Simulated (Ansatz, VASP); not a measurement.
# W: VASP beside Ansatz

```
W
1.0
    -1.57732    1.57732    1.57732
     1.57732   -1.57732    1.57732
     1.57732    1.57732   -1.57732
W
1
Cartesian
  0.0000 0.0000 0.0000
```

Alike in both runs: task single point; functional PBEsol; k mesh 23 × 23 × 23; occupations fermi-dirac, width 0.1 eV; no spin polarisation.

```csv
,VASP,Ansatz
version,VASP 6.6.1,Ansatz 0.2.0
potentials or method,"VASP PAW PBE potentials, release 64 (W_sv), cutoff 520 eV","plane waves (420 eV) with PAW, scalar-relativistic"
valence electrons in the cell,14,14
```

```tsv
	VASP	Ansatz	Ansatz less VASP
pressure (GPa)	0.5	-0.2	-0.65
```

VASP's potentials were made for PBE, not for PBEsol, and Ansatz warns of the same on its side.

Neither program's run includes spin-orbit coupling.
